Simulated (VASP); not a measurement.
# Cu (a cell with a defect) in VASP: single point with PBE

Aim: the single point of Cu (a cell with a defect) with PBE.

Program: VASP 6.6.1. These are calculated values, not measurements. Logs are shortened: lines on timing, memory, paths and dates and some standing lists are left out, and cuts for length are marked.

## Step 1: The cell of the first run

The cell holds a defect, 11 atoms: a = 7.669 Å, b = 5.112 Å, c = 5.112 Å, α = 60.00°, β = 60.00°, γ = 60.00°.

## Step 2: Single point, PBE

File INCAR:

```
ALGO = Normal
EDIFF = 1E-6
ENCUT = 520
GGA = PE
GGA_COMPAT = F
ISIF = 2
ISMEAR = -1
LASPH = T
LCHARG = F
LREAL = F
LWAVE = F
NBANDS = 72
NELM = 120
PREC = Accurate
SIGMA = 0.15
```

File KPOINTS:

```
k-points
0
Gamma
  2 3 3
```

File POSCAR:

```
Cu
1.0
    0.0000000000      5.4225000000      5.4225000000
    3.6150000000      0.0000000000      3.6150000000
    3.6150000000      3.6150000000      0.0000000000
Cu
11
Direct
    0.0000000000      0.0000000000      0.5000000000
    0.0000000000      0.5000000000      0.0000000000
    0.0000000000      0.5000000000      0.5000000000
    0.3333333333      0.0000000000      0.0000000000
    0.3333333333      0.0000000000      0.5000000000
    0.3333333333      0.5000000000      0.0000000000
    0.3333333333      0.5000000000      0.5000000000
    0.6666666667      0.0000000000      0.0000000000
    0.6666666667      0.0000000000      0.5000000000
    0.6666666667      0.5000000000      0.0000000000
    0.6666666667      0.5000000000      0.5000000000
```

Potentials or basis: VASP PAW PBE potentials, release 64 (Cu).

Run with:

```
> cat potpaw_PBE.64/Cu/POTCAR > POTCAR
> mpirun -np 1 vasp_std > vasp.out
```

OUTCAR:

```text
EDIFF = 1E-6
   ENCUT = 520
   GGA = PE
   ISIF = 2
   ISMEAR = -1
   LASPH = T
   LREAL = F
   NELM = 120
   PREC = Accurate

 ion  position               nearest neighbor table
   1  0.000  0.000  0.500-   5 2.56   9 2.56   8 2.56  11 2.56   4 2.56   7 2.56   3 2.56   2 2.56
                             3 2.56   2 2.56
   2  0.000  0.500  0.000-   6 2.56  10 2.56   8 2.56  11 2.56   7 2.56   4 2.56   3 2.56   3 2.56
                             1 2.56   1 2.56
   3  0.000  0.500  0.500-   7 2.56  11 2.56  10 2.56   9 2.56   6 2.56   5 2.56   2 2.56   1 2.56
                             1 2.56   2 2.56
   4  0.333  0.000  0.000-   1 2.56   2 2.56   5 2.56   6 2.56   5 2.56   7 2.56   6 2.56   7 2.56
                             9 2.56  10 2.56   8 2.56
   5  0.333  0.000  0.500-   1 2.56   3 2.56   4 2.56   7 2.56   4 2.56   6 2.56   6 2.56   7 2.56
                             8 2.56  11 2.56   9 2.56
   6  0.333  0.500  0.000-   2 2.56   3 2.56   4 2.56   7 2.56   5 2.56   7 2.56   4 2.56   5 2.56
                            11 2.56   8 2.56  10 2.56
   7  0.333  0.500  0.500-   3 2.56   2 2.56   1 2.56   5 2.56   6 2.56   4 2.56   6 2.56   4 2.56
                             5 2.56  10 2.56   9 2.56  11 2.56
   8  0.667  0.000  0.000-   1 2.56   2 2.56   9 2.56   9 2.56  11 2.56  10 2.56  10 2.56  11 2.56
                             5 2.56   6 2.56   4 2.56
   9  0.667  0.000  0.500-   1 2.56   3 2.56  11 2.56   8 2.56  10 2.56   8 2.56  10 2.56  11 2.56
                             7 2.56   4 2.56   5 2.56
  10  0.667  0.500  0.000-   2 2.56   3 2.56  11 2.56   8 2.56   9 2.56  11 2.56   8 2.56   9 2.56
                             7 2.56   4 2.56   6 2.56
  11  0.667  0.500  0.500-   3 2.56   2 2.56   1 2.56   9 2.56   8 2.56  10 2.56  10 2.56   8 2.56
                             9 2.56   5 2.56   6 2.56   7 2.56

  LATTYP: Found a face centered orthorhombic cell.
 ALAT       =     5.1123820280
 B/A-ratio  =     1.7320508076
 C/A-ratio  =     2.4494897428

  Lattice vectors:

 A1 = (   0.0000000000,   5.4225000000,   5.4225000000)
 A2 = (  -3.6150000000,   1.8075000000,   5.4225000000)
 A3 = (   3.6150000000,   0.0000000000,   3.6150000000)

Analysis of symmetry for initial positions (statically):
=====================================================================
 Subroutine PRICEL returns:
 Original cell was already a primitive cell.

 Routine SETGRP: Setting up the symmetry group for a
 face centered orthorhombic supercell.

 Subroutine GETGRP returns: Found  4 space group operations
 (whereof  4 operations were pure point group operations)
 out of a pool of  8 trial point group operations.

The static configuration has the point symmetry C_2h.

Analysis of symmetry for dynamics (positions and initial velocities):
=====================================================================
 Subroutine PRICEL returns:
 Original cell was already a primitive cell.

 Routine SETGRP: Setting up the symmetry group for a
 face centered orthorhombic supercell.

 Subroutine GETGRP returns: Found  4 space group operations
 (whereof  4 operations were pure point group operations)
 out of a pool of  8 trial point group operations.

The dynamic configuration has the point symmetry C_2h.

 Subroutine INISYM returns: Found  4 space group operations
 (whereof  4 operations are pure point group operations),
 and found     1 'primitive' translations

----------------------------------------------------------------------------------------

                                     Primitive cell

  volume of cell :     141.7249

  direct lattice vectors                    reciprocal lattice vectors
     0.000000000  5.422500000  5.422500000    -0.092208391  0.092208391  0.092208391
     3.615000000  0.000000000  3.615000000     0.138312586 -0.138312586  0.138312586
     3.615000000  3.615000000  0.000000000     0.138312586  0.138312586 -0.138312586

  length of vectors
     7.668573042  5.112382028  5.112382028     0.159709618  0.239564427  0.239564427

  position of ions in fractional coordinates (direct lattice)
     0.000000000  0.000000000  0.500000000
     0.000000000  0.500000000  0.000000000
     0.000000000  0.500000000  0.500000000
     0.333333333  0.000000000  0.000000000
     0.333333333  0.000000000  0.500000000
     0.333333333  0.500000000  0.000000000
     0.333333333  0.500000000  0.500000000
     0.666666667  0.000000000  0.000000000
     0.666666667  0.000000000  0.500000000
     0.666666667  0.500000000  0.000000000
     0.666666667  0.500000000  0.500000000

  ion indices of the primitive-cell ions
   primitive index   ion index
                 1           1
                 2           2
                 3           3
                 4           4
                 5           5
                 6           6
                 7           7
                 8           8
                 9           9
                10          10
                11          11

----------------------------------------------------------------------------------------

 KPOINTS: k-points

Automatic generation of k-mesh.
 Grid dimensions read from file:
 generate k-points for:    2    3    3

 Generating k-lattice:

  Cartesian coordinates                     Fractional coordinates (reciprocal lattice)
    -0.046104195  0.046104195  0.046104195     0.500000000  0.000000000  0.000000000
     0.046104195 -0.046104195  0.046104195     0.000000000  0.333333333  0.000000000
     0.046104195  0.046104195 -0.046104195     0.000000000  0.000000000  0.333333333

  Length of vectors
     0.079854809  0.079854809  0.079854809

  Shift w.r.t. Gamma in fractional coordinates (k-lattice)
     0.000000000  0.000000000  0.000000000

 WARNING: IBZKPT: internal override: KBLOWUP is changed to .FALSE.
      ... skipping the blow-up phase ...

 Subroutine IBZKPT returns following result:
 ===========================================

 Found      8 irreducible k-points:

 Following reciprocal coordinates:
            Coordinates               Weight
  0.000000  0.000000  0.000000      1.000000
  0.500000  0.000000  0.000000      1.000000
  0.000000  0.333333  0.000000      4.000000
  0.500000  0.333333  0.000000      4.000000
  0.000000  0.333333  0.333333      2.000000
  0.500000  0.333333  0.333333      2.000000
  0.000000 -0.333333  0.333333      2.000000
  0.500000 -0.333333  0.333333      2.000000
   k-points           NKPTS =      8   k-points in BZ     NKDIM =      8   number of bands    NBANDS=     72
   number of dos      NEDOS =    301   number of ions     NIONS =     11
   total plane-waves  NPLWV =  96000
   dimension x,y,z NGX =    60 NGY =   40 NGZ =   40
   dimension x,y,z NGXF=   120 NGYF=   80 NGZF=   80
   ions per type =              11
   NGX,Y,Z   is equivalent  to a cutoff of  13.01, 13.01, 13.01 a.u.
   NGXF,Y,Z  is equivalent  to a cutoff of  26.01, 26.01, 26.01 a.u.
 SYSTEM =  unknown system
   PREC   = accura    normal or accurate (medium, high low for compatibility)
   ISTART =      0    job   : 0-new  1-cont  2-samecut
   ICHARG =      2    charge: 1-file 2-atom 10-const
   ISPIN  =      1    spin polarized calculation?
   LNONCOLLINEAR =      F non collinear calculations
   LSORBIT =      F    spin-orbit coupling
   LASPH  =      T    aspherical Exc in radial PAW
   ENCUT  =  520.0 eV  38.22 Ry    6.18 a.u.  14.26  9.51  9.51*2*pi/ulx,y,z
   NELM   =    120;   NELMIN=  2; NELMDL= -5     # of ELM steps
   EDIFF  = 0.1E-05   stopping-criterion for ELM
   LREAL  =      F    real-space projection
   EDIFFG = 0.1E-04   stopping-criterion for IOM
   NSW    =      0    number of steps for IOM
   IBRION =     -1    ionic relax: 0-MD 1-quasi-New 2-CG
   NFREE  =      0    steps in history (QN), initial steepest desc. (CG)
   ISIF   =      2    stress and relaxation
   ISYM   =      2    0-nonsym 1-usesym 2-fastsym
   POTIM  = 0.5000    time-step for ionic-motion
   TEBEG  =    0.0;   TEEND  =   0.0 temperature during run
   PSTRESS=    0.0 pullay stress
   NELECT =     121.0000    total number of electrons
   NUPDOWN=      -1.0000    fix difference up-down
   EMIN   =  10.00;   EMAX   =-10.00  energy-range for DOS
   EFERMI =   0.00;   METHOD = LEGACY
   ISMEAR =    -1;   SIGMA  =   0.15  broadening in eV -4-tet -1-fermi 0-gaus
   EFERMI_NEDOS =   21; number of points for ismear=-14 and -15
   IALGO  =     38    algorithm
   IMIX   =      4    mixing-type and parameters
     AMIX     =   0.40;   BMIX     =  1.00
     AMIX_MAG =   1.60;   BMIX_MAG =  1.00
  volume/ion in A,a.u.               =      12.88        86.95
  Fermi-wavevector in a.u.,A,eV,Ry     =   1.553059  2.934856 32.817139  2.411992
  Thomas-Fermi vector in A             =   2.657344
   LORBIT       =      0    0 simple, 1 ext, 2 COOP (PROOUT), +10 PAW based schemes
   GGA     = PE    functional components
[... 5 lines left out ...]
 non-spin polarized calculation
  energy-cutoff  :      520.00
  volume of cell :      141.72
 maximum number of plane-waves:      3876
 NGX is ok and might be reduce to    60
   NGX = 29   NGY = 19   NGZ = 19

 number of electron     121.0000017 magnetization

 Free energy of the ion-electron system (eV)
  ---------------------------------------------------
  ext. energy  EPLUGINS =         0.00000000
  ---------------------------------------------------
  free energy    TOTEN  =       -39.57774378 eV

  energy without entropy =      -39.13649261  energy(sigma->0) =      -39.35711819

 E-fermi :   6.6098     XC(G=0): -12.1447

 val. band max:        6.5624370523   @ k =   0.0000  -0.3333   0.3333
 cond. band min:       6.6301557714   @ k =   0.5000   0.3333   0.3333
 fundamental gap:      0.0677187191
 Fermi energy:         6.6098299072

 k-point     1 :       0.0000    0.0000    0.0000
  band No.  band energies     occupation
      1      -2.3228      2.00000
      2       0.8136      2.00000
      3       1.1743      2.00000
      4       1.7061      2.00000
      5       1.7235      2.00000
      6       1.9279      2.00000
[... 64 lines left out ...]
     71      12.0271      0.00000
     72      13.9502      0.00000
[... 523 lines left out ...]
     71      12.2940      0.00000
     72      17.0053      0.00000

------------------------ aborting loop because EDIFF is reached ----------------------------------------

  FORCE on cell =-STRESS in cart. coord.  units (eV):
  Direction    XX          YY          ZZ          XY          YZ          ZX
  --------------------------------------------------------------------------------------
  -------------------------------------------------------------------------------------
  Total       -0.5909899     -0.5556560     -0.5556560     -0.1269030     -0.0286224     -0.1269029
  in kB       -6.6810461     -6.2816027     -6.2816027     -1.4346178     -0.3235712     -1.4346169
  external PRESSURE =      -6.4147505 kB  Pullay stress =       0.0000000 kB

 VOLUME and BASIS-vectors are now :
 -----------------------------------------------------------------------------
  energy-cutoff  :      520.00
  volume of cell :      141.72
      direct lattice vectors                 reciprocal lattice vectors
     0.000000000  5.422500000  5.422500000    -0.092208391  0.092208391  0.092208391
     3.615000000  0.000000000  3.615000000     0.138312586 -0.138312586  0.138312586
     3.615000000  3.615000000  0.000000000     0.138312586  0.138312586 -0.138312586

 POSITION                                       TOTAL-FORCE (eV/Angst)
 -----------------------------------------------------------------------------------
      1.80750      1.80750      0.00000         0.000000      0.000000      0.000000
      1.80750      0.00000      1.80750         0.000000      0.000000      0.000000
      3.61500      1.80750      1.80750         0.000000      0.000000      0.000000
      0.00000      1.80750      1.80750         0.119125     -0.157701     -0.157701
      1.80750      3.61500      1.80750         0.076434     -0.053561     -0.069747
      1.80750      1.80750      3.61500         0.076434     -0.069747     -0.053561
      3.61500      3.61500      3.61500         0.042715     -0.060454     -0.060454
      0.00000      3.61500      3.61500        -0.119125      0.157701      0.157701
      1.80750      5.42250      3.61500        -0.076434      0.053561      0.069747
      1.80750      3.61500      5.42250        -0.076434      0.069747      0.053561
      3.61500      5.42250      5.42250        -0.042715      0.060454      0.060454
 -----------------------------------------------------------------------------------
    total drift:                                0.000000      0.000000      0.000000

  FREE ENERGIE OF THE ION-ELECTRON SYSTEM (eV)
  ---------------------------------------------------
  free  energy   TOTEN  =       -39.5777437756 eV

  energy  without entropy=      -39.1364926079  energy(sigma->0) =      -39.35711819
```

Run time: 2.1 min. Hardware: 1 thread of Intel Xeon Platinum 8488C (Sapphire Rapids), shared host; peak memory 0.3 GiB.

What came out:

```yaml
Free_energy: -39.5777 eV
Pressure: -0.6 GPa
Largest_force: 0.253 eV/Å
Band_gap_on_the_k_mesh: zero (an odd number of electrons rules out a gap without spin polarisation)
```

Forces on the atoms (eV/Å):
```
Cu   0.000  0.000  0.000
Cu   0.000  0.000  0.000
Cu   0.000  0.000  0.000
Cu   0.119 -0.158 -0.158
Cu   0.076 -0.054 -0.070
Cu   0.076 -0.070 -0.054
Cu   0.043 -0.060 -0.060
Cu  -0.119  0.158  0.158
Cu  -0.076  0.054  0.070
Cu  -0.076  0.070  0.054
Cu  -0.043  0.060  0.060
```

Stress tensor (GPa, compression positive):
```
-0.67 -0.14 -0.14
-0.14 -0.63 -0.03
-0.14 -0.03 -0.63
```

Caveat: the k points lie up to 0.50 Å⁻¹ apart, too coarse for converged energies and pressures of a metal.
